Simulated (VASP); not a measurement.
# Au (Fm-3m) in VASP: single point with PBEsol

Aim: the single point of Au with PBEsol.

Everything below comes from runs of VASP 6.6.1. Logs are shortened: lines on timing, memory, paths and dates and some standing lists are left out, and cuts for length are marked.

## Step 1: The cell of the first run

It takes space group Fm-3m (No. 225, cubic). The conventional cell has a = 4.080 Å, b = 4.080 Å, c = 4.080 Å, α = 90.00°, β = 90.00°, γ = 90.00°. Within 3.8 Å of Au (site symmetry m-3m) lie 12 Au at 2.88 Å.

## Step 2: Single point, PBEsol

File INCAR:

```
ALGO = Fast
EDIFF = 1E-7
ENCUT = 520
GGA = PS
ISIF = 2
ISMEAR = 0
LASPH = T
LCHARG = F
LREAL = F
LWAVE = F
NBANDS = 12
NELM = 60
PREC = Accurate
SIGMA = 0.05
```

File KPOINTS:

```
k-points
0
Gamma
  14 14 14
```

File POSCAR:

```
Au
1.0
    0.0000000000      2.0399988786      2.0399988786
    2.0399988786      0.0000000000      2.0399988786
    2.0399988786      2.0399988786      0.0000000000
Au
1
Direct
    0.0000000000      0.0000000000      0.0000000000
```

Potentials or basis: VASP PAW PBE potentials, release 64 (Au).

Command:

```
$ cat potpaw_PBE.64/Au/POTCAR > POTCAR
$ mpirun -np 1 vasp_std > vasp.out
```

OUTCAR:

```text
EDIFF = 1E-7
   ENCUT = 520
   GGA = PS
   ISIF = 2
   ISMEAR = 0
   LASPH = T
   LREAL = F
   NELM = 60
   PREC = Accurate

 ion  position               nearest neighbor table
   1  0.000  0.000  0.000-

  LATTYP: Found a face centered cubic cell.
 ALAT       =     4.0799977572

  Lattice vectors:

 A1 = (   0.0000000000,   2.0399988786,   2.0399988786)
 A2 = (   2.0399988786,   0.0000000000,   2.0399988786)
 A3 = (   2.0399988786,   2.0399988786,   0.0000000000)

Analysis of symmetry for initial positions (statically):
=====================================================================
 Subroutine PRICEL returns:
 Original cell was already a primitive cell.

 Routine SETGRP: Setting up the symmetry group for a
 face centered cubic supercell.

 Subroutine GETGRP returns: Found 48 space group operations
 (whereof 48 operations were pure point group operations)
 out of a pool of 48 trial point group operations.

The static configuration has the point symmetry O_h .

Analysis of symmetry for dynamics (positions and initial velocities):
=====================================================================
 Subroutine PRICEL returns:
 Original cell was already a primitive cell.

 Routine SETGRP: Setting up the symmetry group for a
 face centered cubic supercell.

 Subroutine GETGRP returns: Found 48 space group operations
 (whereof 48 operations were pure point group operations)
 out of a pool of 48 trial point group operations.

The dynamic configuration has the point symmetry O_h .

 Subroutine INISYM returns: Found 48 space group operations
 (whereof 48 operations are pure point group operations),
 and found     1 'primitive' translations

----------------------------------------------------------------------------------------

                                     Primitive cell

  volume of cell :      16.9793

  direct lattice vectors                    reciprocal lattice vectors
     0.000000000  2.039998879  2.039998879    -0.245098174  0.245098174  0.245098174
     2.039998879  0.000000000  2.039998879     0.245098174 -0.245098174  0.245098174
     2.039998879  2.039998879  0.000000000     0.245098174  0.245098174 -0.245098174

  length of vectors
     2.884994081  2.884994081  2.884994081     0.424522490  0.424522490  0.424522490

  position of ions in fractional coordinates (direct lattice)
     0.000000000  0.000000000  0.000000000

  ion indices of the primitive-cell ions
   primitive index   ion index
                 1           1

----------------------------------------------------------------------------------------

 KPOINTS: k-points

Automatic generation of k-mesh.
 Grid dimensions read from file:
 generate k-points for:   14   14   14

 Generating k-lattice:

  Cartesian coordinates                     Fractional coordinates (reciprocal lattice)
    -0.017507012  0.017507012  0.017507012     0.071428571  0.000000000  0.000000000
     0.017507012 -0.017507012  0.017507012     0.000000000  0.071428571  0.000000000
     0.017507012  0.017507012 -0.017507012     0.000000000  0.000000000  0.071428571

  Length of vectors
     0.030323035  0.030323035  0.030323035

  Shift w.r.t. Gamma in fractional coordinates (k-lattice)
     0.000000000  0.000000000  0.000000000

 Subroutine IBZKPT returns following result:
 ===========================================

 Found    104 irreducible k-points:

 Following reciprocal coordinates:
            Coordinates               Weight
  0.000000  0.000000  0.000000      1.000000
  0.071429  0.000000  0.000000      8.000000
  0.142857  0.000000  0.000000      8.000000
  0.214286  0.000000  0.000000      8.000000
  0.285714  0.000000  0.000000      8.000000
  0.357143  0.000000  0.000000      8.000000
[... 16 lines left out ...]
  0.214286  0.142857  0.000000     24.000000
  0.285714  0.142857  0.000000     24.000000
 [... further k-points ...]
   k-points           NKPTS =    104   k-points in BZ     NKDIM =    104   number of bands    NBANDS=     12
   number of dos      NEDOS =    301   number of ions     NIONS =      1
   total plane-waves  NPLWV =  13824
   dimension x,y,z NGX =    24 NGY =   24 NGZ =   24
   dimension x,y,z NGXF=    48 NGYF=   48 NGZF=   48
   ions per type =               1
   NGX,Y,Z   is equivalent  to a cutoff of  13.83, 13.83, 13.83 a.u.
   NGXF,Y,Z  is equivalent  to a cutoff of  27.66, 27.66, 27.66 a.u.
 SYSTEM =  unknown system
   PREC   = accura    normal or accurate (medium, high low for compatibility)
   ISTART =      0    job   : 0-new  1-cont  2-samecut
   ICHARG =      2    charge: 1-file 2-atom 10-const
   ISPIN  =      1    spin polarized calculation?
   LNONCOLLINEAR =      F non collinear calculations
   LSORBIT =      F    spin-orbit coupling
   LASPH  =      T    aspherical Exc in radial PAW
   ENCUT  =  520.0 eV  38.22 Ry    6.18 a.u.   5.36  5.36  5.36*2*pi/ulx,y,z
   NELM   =     60;   NELMIN=  2; NELMDL= -5     # of ELM steps
   EDIFF  = 0.1E-06   stopping-criterion for ELM
   LREAL  =      F    real-space projection
   EDIFFG = 0.1E-05   stopping-criterion for IOM
   NSW    =      0    number of steps for IOM
   IBRION =     -1    ionic relax: 0-MD 1-quasi-New 2-CG
   NFREE  =      0    steps in history (QN), initial steepest desc. (CG)
   ISIF   =      2    stress and relaxation
   ISYM   =      2    0-nonsym 1-usesym 2-fastsym
   POTIM  = 0.5000    time-step for ionic-motion
   TEBEG  =    0.0;   TEEND  =   0.0 temperature during run
   PSTRESS=    0.0 pullay stress
   NELECT =      11.0000    total number of electrons
   NUPDOWN=      -1.0000    fix difference up-down
   EMIN   =  10.00;   EMAX   =-10.00  energy-range for DOS
   EFERMI =   0.00;   METHOD = LEGACY
   ISMEAR =     0;   SIGMA  =   0.05  broadening in eV -4-tet -1-fermi 0-gaus
   EFERMI_NEDOS =   21; number of points for ismear=-14 and -15
   IALGO  =     68    algorithm
   IMIX   =      4    mixing-type and parameters
     AMIX     =   0.40;   BMIX     =  1.00
     AMIX_MAG =   1.60;   BMIX_MAG =  1.00
  volume/ion in A,a.u.               =      16.98       114.58
  Fermi-wavevector in a.u.,A,eV,Ry     =   1.416552  2.676895 27.301710  2.006619
  Thomas-Fermi vector in A             =   2.537874
   LORBIT       =      0    0 simple, 1 ext, 2 COOP (PROOUT), +10 PAW based schemes
   GGA     = PS    functional components
   LHFCALC =     F    Hartree Fock is set to
   AEXX    =    0.0000 exact exchange contribution
   IVDW    =     0    specifies the selected vdW correction
   LEPSILON=     F    determine dielectric tensor
   LRPA    =     F    only Hartree local field effects (RPA)
 non-spin polarized calculation
 RMM-DIIS sequential band-by-band and
 Gauss-broadening in eV      SIGMA  =   0.05
  energy-cutoff  :      520.00
  volume of cell :       16.98
 maximum number of plane-waves:       471
 NGX is ok and might be reduce to    24
   NGX = 11   NGY = 11   NGZ = 11

 number of electron      11.0000000 magnetization

 Free energy of the ion-electron system (eV)
  ---------------------------------------------------
  ext. energy  EPLUGINS =         0.00000000
  ---------------------------------------------------
  free energy    TOTEN  =        -3.92195424 eV

  energy without entropy =       -3.92184959  energy(sigma->0) =       -3.92190192

 E-fermi :   9.2797     XC(G=0): -12.9069

 val. band max:        9.2122736877   @ k =   0.5000   0.2857   0.1429
 cond. band min:       9.3578341388   @ k =   0.5000   0.3571   0.1429
 fundamental gap:      0.1455604510
 Fermi energy:         9.2796721202

 k-point     1 :       0.0000    0.0000    0.0000
  band No.  band energies     occupation
      1      -0.6207      2.00000
      2       4.6394      2.00000
      3       4.6394      2.00000
      4       4.6394      2.00000
      5       6.1798      2.00000
      6       6.1798      2.00000
      7      23.8336      0.00000
      8      27.8506      0.00000
      9      27.8506      0.00000
     10      27.8506      0.00000
     11      32.7287      0.00000
     12      37.4320      0.00000

 k-point     2 :       0.0714    0.0000    0.0000
  band No.  band energies     occupation
      1      -0.4423      2.00000
      2       4.5807      2.00000
      3       4.7007      2.00000
      4       4.7007      2.00000
      5       6.1523      2.00000
      6       6.1523      2.00000
      7      24.0426      0.00000
      8      26.7464      0.00000
      9      28.0639      0.00000
     10      28.0639      0.00000
     11      33.5578      0.00000
     12      35.7159      0.00000

 k-point     3 :       0.1429    0.0000    0.0000
  band No.  band energies     occupation
      1       0.0679      2.00000
      2       4.4506      2.00000
      3       4.8426      2.00000
      4       4.8426      2.00000
      5       6.1166      2.00000
      6       6.1166      2.00000
      7      24.1575      0.00000
      8      24.9739      0.00000
      9      28.6381      0.00000
     10      28.6381      0.00000
     11      32.2897      0.00000
     12      34.5880      0.00000

 k-point     4 :       0.2143    0.0000    0.0000
  band No.  band energies     occupation
      1       0.8087      2.00000
      2       4.3985      2.00000
      3       4.9341      2.00000
      4       4.9341      2.00000
      5       6.2108      2.00000
      6       6.2108      2.00000
      7      21.8621      0.00000
      8      25.0332      0.00000
      9      29.2640      0.00000
     10      29.2640      0.00000
     11      31.0556      0.00000
     12      32.8425      0.00000

 k-point     5 :       0.2857    0.0000    0.0000
  band No.  band energies     occupation
      1       1.5195      2.00000
      2       4.7283      2.00000
      3       4.8786      2.00000
      4       4.8786      2.00000
      5       6.5213      2.00000
      6       6.5213      2.00000
      7      19.0883      0.00000
      8      24.6335      0.00000
      9      28.9619      0.00000
     10      28.9619      0.00000
     11      31.5182      0.00000
     12      32.3698      0.00000

 k-point     6 :       0.3571    0.0000    0.0000
  band No.  band energies     occupation
      1       1.8836      2.00000
      2       4.7510      2.00000
      3       4.7510      2.00000
      4       5.7572      2.00000
      5       6.9290      2.00000
      6       6.9290      2.00000
      7      16.2754      0.00000
      8      23.9516      0.00000
      9      27.7736      0.00000
     10      27.7736      0.00000
     11      33.0849      0.00000
     12      33.1447      0.00000

 k-point     7 :       0.4286    0.0000    0.0000
  band No.  band energies     occupation
      1       1.9662      2.00000
      2       4.6441      2.00000
      3       4.6441      2.00000
      4       7.2623      2.00000
      5       7.2623      2.00000
      6       7.2880      2.00000
      7      13.7421      0.00000
      8      23.4508      0.00000
      9      26.8100      0.00000
     10      26.8100      0.00000
     11      33.9571      0.00000
     12      33.9589      0.00000

 k-point     8 :       0.5000    0.0000    0.0000
  band No.  band energies     occupation
      1       1.9714      2.00000
      2       4.6041      2.00000
      3       4.6041      2.00000
      4       7.3905      2.00000
      5       7.3905      2.00000
      6       8.2961      2.00000
      7      12.4118      0.00000
      8      23.2749      0.00000
      9      26.4577      0.00000
     10      26.4577      0.00000
     11      34.2810      0.00000
     12      34.2810      0.00000
[... 166 lines left out ...]
 k-point    20 :      -0.1429    0.0714    0.0000
  band No.  band energies     occupation
      1       0.4475      2.00000
      2       4.3192      2.00000
      3       4.9516      2.00000
      4       4.9557      2.00000
      5       5.9033      2.00000
      6       6.3415      2.00000
      7      23.6128      0.00000
      8      24.8665      0.00000
      9      27.5894      0.00000
     10      29.9247      0.00000
     11      30.7026      0.00000
     12      34.5455      0.00000

 k-point    21 :      -0.0714    0.0714    0.0000
  band No.  band energies     occupation
      1      -0.1518      2.00000
      2       4.4692      2.00000
      3       4.7868      2.00000
      4       4.8251      2.00000
      5       6.0178      2.00000
      6       6.2200      2.00000
      7      24.3387      0.00000
      8      25.7510      0.00000
      9      27.5602      0.00000
     10      28.8176      0.00000
     11      32.8921      0.00000
     12      35.2339      0.00000

 k-point    22 :       0.1429    0.1429    0.0000
  band No.  band energies     occupation
      1       0.3040      2.00000
      2       4.1821      2.00000
      3       5.0643      2.00000
      4       5.0643      2.00000
      5       5.7054      2.00000
      6       6.3843      2.00000
      7      24.9331      0.00000
      8      26.0856      0.00000
      9      26.9016      0.00000
     10      26.9016      0.00000
     11      32.6479      0.00000
     12      34.1997      0.00000

 k-point    23 :       0.2143    0.1429    0.0000
  band No.  band energies     occupation
      1       0.8787      2.00000
      2       3.9890      2.00000
      3       5.1608      2.00000
      4       5.2606      2.00000
      5       5.6911      2.00000
      6       6.5067      2.00000
      7      24.0547      0.00000
      8      25.4908      0.00000
      9      26.2970      0.00000
     10      27.4936      0.00000
     11      30.5976      0.00000
     12      33.9294      0.00000

 k-point    24 :       0.2857    0.1429    0.0000
  band No.  band energies     occupation
      1       1.6168      2.00000
      2       3.9047      2.00000
      3       4.9288      2.00000
      4       5.3371      2.00000
      5       6.2096      2.00000
      6       6.7506      2.00000
      7      21.3340      0.00000
      8      25.4341      0.00000
      9      25.7155      0.00000
     10      27.6589      0.00000
     11      30.4507      0.00000
     12      33.7682      0.00000

 [... further k-points ...]
[... 5 lines left out ...]
  --------------------------------------------------------------------------------------
  -------------------------------------------------------------------------------------
  Total        0.0087688      0.0087688      0.0087688     -0.0000000     -0.0000000      0.0000000
  in kB        0.8274324      0.8274324      0.8274324     -0.0000000     -0.0000000      0.0000000
  external PRESSURE =       0.8274324 kB  Pullay stress =       0.0000000 kB

 VOLUME and BASIS-vectors are now :
 -----------------------------------------------------------------------------
  energy-cutoff  :      520.00
  volume of cell :       16.98
      direct lattice vectors                 reciprocal lattice vectors
     0.000000000  2.039998879  2.039998879    -0.245098174  0.245098174  0.245098174
     2.039998879  0.000000000  2.039998879     0.245098174 -0.245098174  0.245098174
     2.039998879  2.039998879  0.000000000     0.245098174  0.245098174 -0.245098174

 POSITION                                       TOTAL-FORCE (eV/Angst)
 -----------------------------------------------------------------------------------
      0.00000      0.00000      0.00000         0.000000      0.000000      0.000000
 -----------------------------------------------------------------------------------
    total drift:                               -0.000000      0.000000      0.000000

  FREE ENERGIE OF THE ION-ELECTRON SYSTEM (eV)
  ---------------------------------------------------
  free  energy   TOTEN  =        -3.9219542449 eV

  energy  without entropy=       -3.9218495950  energy(sigma->0) =       -3.92190192
```

Wall time 16 s (1 thread of Intel Xeon Platinum 8375C at 2.90GHz (Ice Lake), shared host); peak memory 0.15 GiB.

What came out:

```
Free energy : -3.9220 eV
Pressure    : 0.1 GPa
```

Caveat: the PAW data sets were made with another functional, which shifts forces and pressure a little; spin-orbit coupling is left out, which moves the levels of the heavy elements.
